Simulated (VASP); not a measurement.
Input of a VASP 6.6.1 run:

The input INCAR:

```
PREC = Accurate
ENCUT = 520
EDIFF = 1E-6
ISMEAR = -1
SIGMA = 0.01
LREAL = Auto
LASPH = True
NELM = 80
ALGO = Normal
ISIF = 2
LWAVE = False
LCHARG = True
GGA = PE
LELF = True
LVHAR = True
NBANDS = 186
NELECT = 322.0
```

File KPOINTS:

```
Automatic mesh
0
Gamma
  1 1 1
```

Contents of POSCAR:

```
La16HO24
1.0
    7.8811453700     -0.0000000600      0.0000000000
   -3.9405726400      6.8252721300      0.0000000000
    0.0000000000      0.0000000000     12.3757188400
La O H
16 24 1
Direct
    0.3147087956      0.1693210171      0.3824667529
    0.1691895126      0.3263642779      0.1236042140
    0.3252941715      0.1611427352      0.8708038813
    0.1625029111      0.3421406451      0.6216335471
    0.3218704886      0.6658197553      0.3759632923
    0.1559641231      0.8269315716      0.1294882359
    0.3250090030      0.6702295428      0.8782903151
    0.1677064417      0.8282232419      0.6196284918
    0.8283161511      0.1845249575      0.3597966355
    0.6741491334      0.3370249562      0.1012769453
    0.8265515360      0.1660981464      0.8701143860
    0.6619343464      0.3329581585      0.6139280553
    0.8324985493      0.6756201016      0.3726947145
    0.6476534878      0.8349246639      0.1168928463
    0.8341785356      0.6732537491      0.8692964133
    0.6489766430      0.8303397917      0.6188863935
    0.3636894504      0.1864057575      0.1849987891
    0.1540369454      0.3242113966      0.3101066734
    0.0154877544     -0.0123296181     -0.0041939382
    0.3326269493      0.1720108734      0.6730299959
    0.1610955631      0.3327436572      0.8301372335
   -0.0063150412      0.0167704668      0.4884713428
    0.3240241142      0.6575745163      0.1707847461
    0.1698237020      0.8527109102      0.3230669710
   -0.0033634531      0.5318075134     -0.0066474522
    0.3260142533      0.6635232901      0.6922708176
    0.1652158266      0.8380588936      0.8125448816
    0.0380523155      0.5180221294      0.5057752265
    0.8294958167      0.1563219795      0.1597352869
    0.6472176868      0.3297596046      0.4210869742
    0.4894645188     -0.0039938291     -0.0019812182
    0.8250874331      0.1706094684      0.6793441342
    0.6620151915      0.3332870831      0.8275748773
    0.4676008172     -0.0526474205      0.5105428688
    0.8753130538      0.4974648612      0.2388854367
    0.6547930611      0.8380955265      0.3128290203
    0.5225458989      0.5169137529      0.0053454673
    0.8236633837      0.6624836290      0.6693455230
    0.6632128161      0.8385592443      0.8219938681
    0.4571434805      0.5246164489      0.5042997567
   -0.1130047627     -0.1890983952      0.1987129016
```

Potentials or basis: VASP PAW PBE potentials, release 64 (La, O, H).

Command:

```console
$ cat potpaw_PBE.64/La/POTCAR potpaw_PBE.64/O/POTCAR potpaw_PBE.64/H/POTCAR > POTCAR
$ mpirun -np 1 vasp_gam > vasp.out
```

Task: Estimate the largest force.

Result: 0.030 eV/Å.

Forces on the atoms (eV/Å):
```
La   0.002 -0.005 -0.010
La   0.004 -0.006  0.015
La   0.001 -0.012 -0.011
La  -0.001  0.003  0.013
La  -0.001  0.002 -0.008
La  -0.018 -0.001  0.014
La  -0.008  0.008 -0.021
La  -0.008  0.009  0.011
La  -0.003  0.015 -0.026
La   0.007  0.022  0.001
La  -0.001  0.005 -0.008
La  -0.001  0.000 -0.002
La  -0.002 -0.001 -0.028
La   0.001  0.012 -0.007
La  -0.002 -0.009  0.005
La   0.002  0.004  0.015
O   -0.009 -0.005 -0.010
O    0.004 -0.006  0.014
O    0.005  0.008  0.006
O    0.003  0.001 -0.002
O    0.008 -0.010  0.009
O    0.011 -0.004  0.007
O   -0.009  0.013 -0.015
O    0.001  0.007 -0.006
O    0.007 -0.009 -0.006
O    0.010  0.006  0.005
O   -0.002  0.012  0.008
O    0.000 -0.002  0.002
O    0.004 -0.015 -0.002
O   -0.003 -0.016 -0.002
O    0.002 -0.003  0.010
O   -0.002 -0.006 -0.014
O    0.004 -0.007  0.006
O   -0.004 -0.013  0.006
O   -0.001 -0.013  0.005
O   -0.007  0.015  0.019
O   -0.003 -0.006 -0.002
O   -0.001 -0.008  0.007
O    0.001  0.012  0.016
O   -0.003  0.005 -0.006
H    0.011  0.000 -0.008
```

Caveat: the k points lie up to 0.92 Å⁻¹ apart, too coarse for converged energies, forces and pressures; the cell carries a net charge on a neutralising background, which shifts energy and pressure.
